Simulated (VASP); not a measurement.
A run of VASP 6.6.1 is set up as follows.

The input INCAR:

```
PREC = Accurate
ENCUT = 600
EDIFF = 1E-6
ISMEAR = 0
SIGMA = 0.1
LREAL = False
LASPH = True
NELM = 60
ALGO = Normal
ISIF = 3
LWAVE = False
LCHARG = False
GGA = PE
IBRION = 2
NSW = 90
EDIFFG = -0.04
```

KPOINTS

```
regular mesh
0
Gamma
  6 8 6
```

File POSCAR:

```
LiH
1.0
    4.5144571084      0.0000000000      0.0000000000
   -1.3593675408      2.7897502122      0.0000000000
   -0.8856948076     -2.5150082711      3.0721320270
Li H
2 2
Direct
    0.1126098431      0.8012447914      0.2735949506
    0.5317837574      0.3328098901      0.9147321560
    0.1228357289      0.5215937925      0.6386255628
    0.7794996292      0.5567080601      0.8176629128
```

Potentials or basis: VASP PAW PBE potentials, release 64 (Li_sv, H).

Run with:

```sh
$ cat potpaw_PBE.64/Li_sv/POTCAR potpaw_PBE.64/H/POTCAR > POTCAR
$ mpirun -np 1 vasp_std > vasp.out
```

(1) What does it give for the relaxed volume?

(2) Predict the band gap on the k mesh.

(3) Estimate the space group after relaxing (to 0.05 Å).

(4) Predict the relaxed cell.

Results:

(1) 7.76 Å³/atom.

(2) 2.71 eV, indirect (least direct gap 2.88 eV).

(3) C2/m (No. 12).

(4) a = 5.468 Å, b = 2.825 Å, c = 2.840 Å, α = 119.75°, β = 90.77°, γ = 119.78°.

Caveat: the cutoff is under 1.25 times the usual one of these potentials, so pressure, stress and relaxed cells hold a basis-set (Pulay) error; the volume moved by over 15 % at a fixed basis, so the end points are rough.
